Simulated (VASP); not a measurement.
A run of VASP 6.6.1 is set up as follows.

Contents of INCAR:

```
SYSTEM = Mg3BeS
ALGO = Normal ; EDIFF = 1E-6
EDIFFG = -0.04 ; ENCUT = 600
GGA = PE ; IBRION = 2
ISIF = 3 ; ISMEAR = 0
LASPH = .True. ; LCHARG = .False.
LREAL = .False. ; LWAVE = .False.
NELM = 100 ; NSW = 90
PREC = Accurate ; SIGMA = 0.1
```

KPOINTS

```
k-points
0
Gamma
  4 4 4
  0 0 0
```

File POSCAR:

```
Mg3BeS
1.0
    2.9475110700      1.7017463100      2.4066326700
   -2.9475110700      1.7017463100      2.4066326700
    0.0000000000     -3.4034926200      2.4066326700
Mg Be S
3 1 1
Direct
    0.5299999700      0.8895000200      0.0175000000
    0.0175000000      0.5299999700      0.8895000200
    0.8895000200      0.0175000000      0.5299999700
    0.5000000000      0.5000000000      0.5000000000
    0.0319000000      0.0319000000      0.0319000000
```

Potentials or basis: VASP PAW PBE potentials, release 64 (Mg, Be, S).

Run with:

```bash
$ cat potpaw_PBE.64/Mg/POTCAR potpaw_PBE.64/Be/POTCAR potpaw_PBE.64/S/POTCAR > POTCAR
$ mpirun -np 1 vasp_std > vasp.out
```

(1) Predict the band gap on the k mesh.

(2) What does it give for the relaxed cell?

Answers

(1) zero (bands 7 and 8 overlap by 1.60 eV).

(2) a = 4.855 Å, b = 4.855 Å, c = 4.855 Å, α = 80.23°, β = 80.23°, γ = 80.23°.

Caveat: the k points lie up to 0.33 Å⁻¹ apart in the final cell, too coarse for converged energies and pressures of a metal.
